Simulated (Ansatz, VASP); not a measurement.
**One calculation of Ba, two programs**

```
CELL_PARAMETERS angstrom
-2.50650 2.50650 2.50650
2.50650 -2.50650 2.50650
2.50650 2.50650 -2.50650
ATOMIC_POSITIONS crystal
Ba 0.00000 0.00000 0.00000
```

Alike in both runs: task single point; functional r2SCAN; k mesh 8 × 8 × 8; occupations fermi-dirac, width 0.05 eV; no spin polarisation.

```csv
,VASP,Ansatz
version,VASP 6.6.1,Ansatz 0.2.0
potentials or method,"VASP PAW PBE potentials, release 64 (Ba_sv)",Ansatz PAW
plane-wave cutoff (eV),520,500
valence electrons in the cell,10,10
```

|  | VASP | Ansatz | Ansatz less VASP |
| --- | --- | --- | --- |
| gap on the k mesh at the Fermi level (eV) | none | none | - |
| pressure (GPa) | 0.3 | 0.3 | -0.05 |

VASP's potentials were made for PBE, not for r2SCAN. A gap of «none» marks a metal or a gap that the smearing closes. The functional is the same, so the differences come from potentials, cutoffs and numerics.

Spin-orbit coupling is off throughout.
